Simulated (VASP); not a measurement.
# LiH (F-43m) in VASP: notebook

The runs below take LiH through single point, with HSE06, PBE-based screened hybrid.

Program: VASP 6.6.1. These are calculated values, not measurements. Logs are shortened: lines on timing, memory, paths and dates and some standing lists are left out, and cuts for length are marked.

### 1 The cell of the first run

The structure is cubic, space group F-43m (No. 216). The conventional cell has a = 4.290 Å, b = 4.290 Å, c = 4.290 Å, α = 90.00°, β = 90.00°, γ = 90.00°. Li (site symmetry -43m) has 4 H at 1.86 Å within 2.5 Å. Within 2.5 Å of H (site symmetry -43m) lie 4 Li at 1.86 Å.

### 2 Single point, HSE06

Contents of POSCAR:

```
LiH
1.0
    0.0000000000      2.1451220099      2.1451220099
    2.1451220099      0.0000000000      2.1451220099
    2.1451220099      2.1451220099      0.0000000000
Li H
1 1
Direct
    0.0000000000      0.0000000000      0.0000000000
    0.2500000000      0.2500000000      0.2500000000
```

Contents of INCAR.step1:

```
  PREC = Accurate
  ENCUT = 520
  EDIFF = 1E-5
  ISMEAR = 0
  SIGMA = 0.01
  LREAL = False
  LASPH = True
  NELM = 80
  ALGO = Normal
  ISIF = 2
  LWAVE = True
  LCHARG = False
  GGA = PE
  NBANDS = 9
```

Contents of INCAR.step2:

```
  PREC = Accurate
  ENCUT = 520
  EDIFF = 1E-6
  ISMEAR = 0
  SIGMA = 0.01
  LREAL = False
  LASPH = True
  NELM = 80
  ALGO = Normal
  ISIF = 2
  LWAVE = False
  LCHARG = False
  GGA = PE
  LHFCALC = True
  HFSCREEN = 0.2079
  PRECFOCK = Normal
  ISTART = 1
  NBANDS = 9
```

Contents of KPOINTS:

```
regular mesh
0
Gamma
  4 4 4
```

Potentials or basis: VASP PAW PBE potentials, release 64 (Li_sv, H).

Started as:

```
$ cat potpaw_PBE.64/Li_sv/POTCAR potpaw_PBE.64/H/POTCAR > POTCAR
$ cp INCAR.step1 INCAR
$ mpirun -np 1 vasp_std > vasp.out
$ cp INCAR.step2 INCAR
$ mpirun -np 1 vasp_std > vasp.out
```

OUTCAR:

```text
PREC = Accurate
   ENCUT = 520
   EDIFF = 1E-6
   ISMEAR = 0
   LREAL = False
   LASPH = True
   NELM = 80
   ISIF = 2
   GGA = PE
   LHFCALC = True
   HFSCREEN = 0.2079
   PRECFOCK = Normal
   ISTART = 1

 ion  position               nearest neighbor table
   1  0.000  0.000  0.000-
   2  0.250  0.250  0.250-

  LATTYP: Found a face centered cubic cell.
 ALAT       =     4.2902440198

  Lattice vectors:

 A1 = (   0.0000000000,   2.1451220099,   2.1451220099)
 A2 = (   2.1451220099,   0.0000000000,   2.1451220099)
 A3 = (   2.1451220099,   2.1451220099,   0.0000000000)

Analysis of symmetry for initial positions (statically):
=====================================================================
 Subroutine PRICEL returns:
 Original cell was already a primitive cell.

 Routine SETGRP: Setting up the symmetry group for a
 face centered cubic supercell.

 Subroutine GETGRP returns: Found 24 space group operations
 (whereof 24 operations were pure point group operations)
 out of a pool of 48 trial point group operations.

The static configuration has the point symmetry T_d .

Analysis of symmetry for dynamics (positions and initial velocities):
=====================================================================
 Subroutine PRICEL returns:
 Original cell was already a primitive cell.

 Routine SETGRP: Setting up the symmetry group for a
 face centered cubic supercell.

 Subroutine GETGRP returns: Found 24 space group operations
 (whereof 24 operations were pure point group operations)
 out of a pool of 48 trial point group operations.

The dynamic configuration has the point symmetry T_d .

 Subroutine INISYM returns: Found 24 space group operations
 (whereof 24 operations are pure point group operations),
 and found     1 'primitive' translations

----------------------------------------------------------------------------------------

                                     Primitive cell

  volume of cell :      19.7418

  direct lattice vectors                    reciprocal lattice vectors
     0.000000000  2.145122010  2.145122010    -0.233086975  0.233086975  0.233086975
     2.145122010  0.000000000  2.145122010     0.233086975 -0.233086975  0.233086975
[... 76 lines left out ...]
   POTIM  = 0.5000    time-step for ionic-motion
   TEBEG  =    0.0;   TEEND  =   0.0 temperature during run
   PSTRESS=    0.0 pullay stress
   NELECT =       4.0000    total number of electrons
   NUPDOWN=      -1.0000    fix difference up-down
   EMIN   =  10.00;   EMAX   =-10.00  energy-range for DOS
   EFERMI =   0.00;   METHOD = LEGACY
   ISMEAR =     0;   SIGMA  =   0.01  broadening in eV -4-tet -1-fermi 0-gaus
   EFERMI_NEDOS =   21; number of points for ismear=-14 and -15
   IALGO  =     38    algorithm
   IMIX   =      1    mixing-type and parameters
     AMIX     =   0.40;   BMIX     =  1.00
     AMIX_MAG =   1.60;   BMIX_MAG =  1.00
  volume/ion in A,a.u.               =       9.87        66.61
  Fermi-wavevector in a.u.,A,eV,Ry     =   0.961537  1.817042 12.579322  0.924554
  Thomas-Fermi vector in A             =   2.090918
   LORBIT       =      0    0 simple, 1 ext, 2 COOP (PROOUT), +10 PAW based schemes
   GGA     = PE    functional components
   LHFCALC =     T    Hartree Fock is set to
   PRECFOCK=normal    Normal, Fast or Accurate (Low or Medium for compatibility)
   ENCUT4O =  -1.0   cutoff for four orbital integrals eV
   NKREDX  =     1    reduce k-point grid by
   NKREDY  =     1    reduce k-point grid by
   NKREDZ  =     1    reduce k-point grid by
   AEXX    =    0.2500 exact exchange contribution
   HFSCREEN=    0.2079 screening length (either q_TF or 0.3 A-1)
   HFSCREENC=   0.2079 screening length for correlation (either q_TF or 0.3 A-1)
   ENCUTFOCK=  -1.0 apply spherical cutoff to Coloumb kernel
   IVDW    =     0    specifies the selected vdW correction
   LEPSILON=     F    determine dielectric tensor
   LRPA    =     F    only Hartree local field effects (RPA)
 non-spin polarized calculation
 Gauss-broadening in eV      SIGMA  =   0.01
  energy-cutoff  :      520.00
  volume of cell :       19.74
 maximum number of plane-waves:       544
 NGX is ok and might be reduce to    24
  NGX = 18; NGY = 18; NGZ = 18

 number of electron       3.9999993 magnetization

 Free energy of the ion-electron system (eV)
  ---------------------------------------------------
  ext. energy  EPLUGINS =         0.00000000
  ---------------------------------------------------
  free energy    TOTEN  =        -6.68671129 eV

  energy without entropy =       -6.68671129  energy(sigma->0) =       -6.68671129

 E-fermi :  -2.2766     XC(G=0):  -6.4834

 val. band max:       -2.4276930558   @ k =  -0.2500   0.5000   0.2500
 cond. band min:       2.8194294297   @ k =   0.5000   0.0000   0.0000
 fundamental gap:      5.2471224855
 Fermi energy:        -2.2766343638

 k-point     1 :       0.0000    0.0000    0.0000
  band No.  band energies     occupation
      1     -48.6860      2.00000
      2      -6.5805      2.00000
      3      12.2255      0.00000
      4      16.4324      0.00000
      5      16.4324      0.00000
      6      16.4324      0.00000
      7      18.9808      0.00000
      8      18.9808      0.00000
      9      18.9808      0.00000
[... 73 lines left out ...]
 k-point     8 :      -0.2500    0.5000    0.2500
  band No.  band energies     occupation
      1     -48.6519      2.00000
      2      -2.4277      2.00000
      3       5.1231      0.00000
      4       5.6038      0.00000
      5       9.9396      0.00000
      6      17.2709      0.00000
      7      19.2026      0.00000
      8      20.5791      0.00000
      9      26.0728      0.00000

------------------------ aborting loop because EDIFF is reached ----------------------------------------

  FORCE on cell =-STRESS in cart. coord.  units (eV):
  Direction    XX          YY          ZZ          XY          YZ          ZX
  --------------------------------------------------------------------------------------
  -------------------------------------------------------------------------------------
  Total       -0.0699982     -0.0699982     -0.0699982     -0.0000000     -0.0000000     -0.0000000
  in kB       -5.6808242     -5.6808242     -5.6808242     -0.0000000     -0.0000000     -0.0000000
  external PRESSURE =      -5.6808242 kB  Pullay stress =       0.0000000 kB

 VOLUME and BASIS-vectors are now :
 -----------------------------------------------------------------------------
  energy-cutoff  :      520.00
  volume of cell :       19.74
      direct lattice vectors                 reciprocal lattice vectors
     0.000000000  2.145122010  2.145122010    -0.233086975  0.233086975  0.233086975
     2.145122010  0.000000000  2.145122010     0.233086975 -0.233086975  0.233086975
     2.145122010  2.145122010  0.000000000     0.233086975  0.233086975 -0.233086975

 POSITION                                       TOTAL-FORCE (eV/Angst)
 -----------------------------------------------------------------------------------
      0.00000      0.00000      0.00000        -0.000000     -0.000000     -0.000000
      1.07256      1.07256      1.07256         0.000000      0.000000      0.000000
 -----------------------------------------------------------------------------------
    total drift:                                0.000001      0.000000      0.000000

  FREE ENERGIE OF THE ION-ELECTRON SYSTEM (eV)
  ---------------------------------------------------
  free  energy   TOTEN  =        -6.6867112938 eV

  energy  without entropy=       -6.6867112938  energy(sigma->0) =       -6.68671129
```

OUTCAR.step1:

```text
PREC = Accurate
   ENCUT = 520
   EDIFF = 1E-5
   ISMEAR = 0
   LREAL = False
[... 300 lines left out ...]
      0.00000      0.00000      0.00000         0.000000      0.000000      0.000000
      1.07256      1.07256      1.07256        -0.000000     -0.000000     -0.000000
 -----------------------------------------------------------------------------------
    total drift:                               -0.000001     -0.000001     -0.000001

  FREE ENERGIE OF THE ION-ELECTRON SYSTEM (eV)
  ---------------------------------------------------
  free  energy   TOTEN  =        -6.0342778748 eV

  energy  without entropy=       -6.0342778748  energy(sigma->0) =       -6.03427787
```

Run time: 12 s. Hardware: 1 thread of Intel Xeon 6975P-C (Granite Rapids), shared host; peak memory 0.23 GiB.

Results:

```
Free energy            : -6.6867 eV
Band gap on the k mesh : 5.25 eV, indirect (least direct gap 6.42 eV)
```

Caveat: the k points lie up to 0.63 Å⁻¹ apart; the cutoff is under 1.25 times the usual one of these potentials, so pressure, stress and relaxed cells hold a basis-set (Pulay) error; the PAW data sets were made with another functional, which shifts forces and pressure a little.

### 3 Single point, PBE-based screened hybrid

POSCAR is that of step 2.

INCAR.step1 is that of step 2.

Edit INCAR.step2 of step 2 so:

```diff
@@ -2,3 +2,3 @@
   ENCUT = 520
-  EDIFF = 1E-6
+  EDIFF = 1E-7
   ISMEAR = 0
@@ -14,3 +14,4 @@
   LHFCALC = True
-  HFSCREEN = 0.2079
+  AEXX = 0.35
+  HFSCREEN = 0.1
   PRECFOCK = Normal
```

KPOINTS is that of step 2.

Potentials or basis: VASP PAW PBE potentials, release 64 (Li_sv, H).

Started as:

```
$ cat potpaw_PBE.64/Li_sv/POTCAR potpaw_PBE.64/H/POTCAR > POTCAR
$ cp INCAR.step1 INCAR
$ mpirun -np 1 vasp_std > vasp.out
$ cp INCAR.step2 INCAR
$ mpirun -np 1 vasp_std > vasp.out
```

OUTCAR:

```text
PREC = Accurate
   ENCUT = 520
   EDIFF = 1E-7
   ISMEAR = 0
   LREAL = False
   LASPH = True
   NELM = 80
   ISIF = 2
   GGA = PE
   LHFCALC = True
   AEXX = 0.35
   HFSCREEN = 0.1
   PRECFOCK = Normal
   ISTART = 1

 ion  position               nearest neighbor table
   1  0.000  0.000  0.000-
   2  0.250  0.250  0.250-

  LATTYP: Found a face centered cubic cell.
 ALAT       =     4.2902440198

  Lattice vectors:

 A1 = (   0.0000000000,   2.1451220099,   2.1451220099)
 A2 = (   2.1451220099,   0.0000000000,   2.1451220099)
 A3 = (   2.1451220099,   2.1451220099,   0.0000000000)

Analysis of symmetry for initial positions (statically):
=====================================================================
 Subroutine PRICEL returns:
 Original cell was already a primitive cell.

 Routine SETGRP: Setting up the symmetry group for a
 face centered cubic supercell.

 Subroutine GETGRP returns: Found 24 space group operations
 (whereof 24 operations were pure point group operations)
 out of a pool of 48 trial point group operations.

The static configuration has the point symmetry T_d .

Analysis of symmetry for dynamics (positions and initial velocities):
=====================================================================
 Subroutine PRICEL returns:
 Original cell was already a primitive cell.

 Routine SETGRP: Setting up the symmetry group for a
 face centered cubic supercell.

 Subroutine GETGRP returns: Found 24 space group operations
 (whereof 24 operations were pure point group operations)
 out of a pool of 48 trial point group operations.

The dynamic configuration has the point symmetry T_d .

 Subroutine INISYM returns: Found 24 space group operations
 (whereof 24 operations are pure point group operations),
 and found     1 'primitive' translations
[... 106 lines left out ...]
   ENCUT4O =  -1.0   cutoff for four orbital integrals eV
   NKREDX  =     1    reduce k-point grid by
   NKREDY  =     1    reduce k-point grid by
   NKREDZ  =     1    reduce k-point grid by
   AEXX    =    0.3500 exact exchange contribution
   HFSCREEN=    0.1000 screening length (either q_TF or 0.3 A-1)
   HFSCREENC=   0.1000 screening length for correlation (either q_TF or 0.3 A-1)
   ENCUTFOCK=  -1.0 apply spherical cutoff to Coloumb kernel
   IVDW    =     0    specifies the selected vdW correction
   LEPSILON=     F    determine dielectric tensor
   LRPA    =     F    only Hartree local field effects (RPA)
 non-spin polarized calculation
 Gauss-broadening in eV      SIGMA  =   0.01
  energy-cutoff  :      520.00
  volume of cell :       19.74
 maximum number of plane-waves:       544
 NGX is ok and might be reduce to    24
  NGX = 18; NGY = 18; NGZ = 18

 number of electron       3.9999993 magnetization

 Free energy of the ion-electron system (eV)
  ---------------------------------------------------
  ext. energy  EPLUGINS =         0.00000000
  ---------------------------------------------------
  free energy    TOTEN  =        -7.20328925 eV

  energy without entropy =       -7.20328925  energy(sigma->0) =       -7.20328925

 E-fermi :  -2.9747     XC(G=0):  -5.7465

 val. band max:       -3.0384104275   @ k =  -0.2500   0.5000   0.2500
 cond. band min:       3.1498597387   @ k =   0.5000   0.0000   0.0000
 fundamental gap:      6.1882701661
 Fermi energy:        -2.9746951177

 k-point     1 :       0.0000    0.0000    0.0000
  band No.  band energies     occupation
      1     -50.4600      2.00000
      2      -7.4133      2.00000
      3      12.7872      0.00000
      4      17.0230      0.00000
      5      17.0230      0.00000
      6      17.0230      0.00000
      7      19.5683      0.00000
      8      19.5683      0.00000
      9      19.5684      0.00000
[... 73 lines left out ...]
 k-point     8 :      -0.2500    0.5000    0.2500
  band No.  band energies     occupation
      1     -50.4243      2.00000
      2      -3.0384      2.00000
      3       5.5141      0.00000
      4       5.9970      0.00000
      5      10.4257      0.00000
      6      17.8761      0.00000
      7      19.7593      0.00000
      8      21.1230      0.00000
      9      26.6747      0.00000

------------------------ aborting loop because EDIFF is reached ----------------------------------------

  FORCE on cell =-STRESS in cart. coord.  units (eV):
  Direction    XX          YY          ZZ          XY          YZ          ZX
  --------------------------------------------------------------------------------------
  -------------------------------------------------------------------------------------
  Total       -0.0968532     -0.0968532     -0.0968532      0.0000000      0.0000000      0.0000000
  in kB       -7.8602883     -7.8602883     -7.8602883      0.0000000      0.0000000      0.0000000
  external PRESSURE =      -7.8602883 kB  Pullay stress =       0.0000000 kB

 VOLUME and BASIS-vectors are now :
 -----------------------------------------------------------------------------
  energy-cutoff  :      520.00
  volume of cell :       19.74
      direct lattice vectors                 reciprocal lattice vectors
     0.000000000  2.145122010  2.145122010    -0.233086975  0.233086975  0.233086975
     2.145122010  0.000000000  2.145122010     0.233086975 -0.233086975  0.233086975
     2.145122010  2.145122010  0.000000000     0.233086975  0.233086975 -0.233086975

 POSITION                                       TOTAL-FORCE (eV/Angst)
 -----------------------------------------------------------------------------------
      0.00000      0.00000      0.00000         0.000000      0.000000      0.000000
      1.07256      1.07256      1.07256        -0.000000     -0.000000     -0.000000
 -----------------------------------------------------------------------------------
    total drift:                                0.000007      0.000001      0.000003

  FREE ENERGIE OF THE ION-ELECTRON SYSTEM (eV)
  ---------------------------------------------------
  free  energy   TOTEN  =        -7.2032892505 eV

  energy  without entropy=       -7.2032892505  energy(sigma->0) =       -7.20328925
```

OUTCAR.step1:

```text
PREC = Accurate
   ENCUT = 520
   EDIFF = 1E-5
   ISMEAR = 0
   LREAL = False
[... 300 lines left out ...]
      0.00000      0.00000      0.00000         0.000000      0.000000      0.000000
      1.07256      1.07256      1.07256        -0.000000     -0.000000     -0.000000
 -----------------------------------------------------------------------------------
    total drift:                               -0.000001     -0.000001     -0.000001

  FREE ENERGIE OF THE ION-ELECTRON SYSTEM (eV)
  ---------------------------------------------------
  free  energy   TOTEN  =        -6.0342778748 eV

  energy  without entropy=       -6.0342778748  energy(sigma->0) =       -6.03427787
```

OSZICAR.step1:

```text
N       E                     dE             d eps       ncg     rms          rms(c)
DAV:   1     0.317815716321E+00    0.31782E+00   -0.17362E+03   152   0.440E+02
DAV:   2    -0.625589564083E+01   -0.65737E+01   -0.64986E+01   209   0.609E+01
DAV:   3    -0.637468442402E+01   -0.11879E+00   -0.11872E+00   154   0.685E+00
DAV:   4    -0.637567434772E+01   -0.98992E-03   -0.98971E-03   185   0.594E-01
DAV:   5    -0.637569578031E+01   -0.21433E-04   -0.21432E-04   169   0.512E-02    0.330E+00
DAV:   6    -0.610463165406E+01    0.27106E+00   -0.25445E-01   151   0.143E+00    0.161E+00
DAV:   7    -0.602898646918E+01    0.75645E-01   -0.28168E-01   152   0.171E+00    0.287E-01
DAV:   8    -0.603431318526E+01   -0.53267E-02   -0.11590E-02   165   0.556E-01    0.505E-02
DAV:   9    -0.603427845221E+01    0.34733E-04   -0.22231E-04   175   0.728E-02    0.970E-03
DAV:  10    -0.603427787482E+01    0.57738E-06   -0.10690E-05   165   0.225E-02
   1 F= -.60342779E+01 E0= -.60342779E+01  d E =-.533372E-80
```

Wall time 17 s (1 thread of Intel Xeon 6975P-C (Granite Rapids), shared host); peak memory 0.23 GiB.

Results:

- Free energy: -7.2033 eV
- Band gap on the k mesh: 6.19 eV, indirect (least direct gap 7.42 eV)

Caveat: the k points lie up to 0.63 Å⁻¹ apart; the cutoff is under 1.25 times the usual one of these potentials, so pressure, stress and relaxed cells hold a basis-set (Pulay) error; the PAW data sets were made with another functional, which shifts forces and pressure a little.
